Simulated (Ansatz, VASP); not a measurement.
## InPd: VASP beside Ansatz

```
In Pd
1.0
     3.27188    0.00000    0.00000
     0.00000    3.27188    0.00000
     0.00000    0.00000    3.27188
In Pd
1 1
Direct
  0.00000 0.00000 0.00000
  0.50000 0.50000 0.50000
```

Alike in both runs: functional PBEsol-based screened hybrid with a share of 0.25 of exact exchange and HFSCREEN = 0.207; k mesh 4 × 4 × 4; occupations fermi-dirac, width 0.05 eV; no spin polarisation.

|  | VASP | Ansatz |
| --- | --- | --- |
| version | VASP 6.6.1 | Ansatz 0.2.0 |
| potentials or method | VASP PAW PBE potentials, release 64 (In_d, Pd) | Ansatz PAW |
| plane-wave cutoff (eV) | 520 | 420 |
| valence electrons in the cell | 23 | 31 |
| task | single point | band structure |

VASP gave:

```
gap on the k mesh at the Fermi level (eV) : none
pressure (GPa)                            : -4.8
```

**Question.** Estimate Ansatz's values.

**Answer.** gap on the k mesh at the Fermi level (eV): none; pressure (GPa): -5.1.

VASP's potentials were made for PBE, not for PBEsol-based screened hybrid. A gap of «none» marks a metal or a gap that the smearing closes. VASP's potentials hold 23 valence electrons a cell and Ansatz's 31, so a difference there can come from the potentials and not from the codes.

The k mesh is coarse, so the values compare programs but aren't converged.
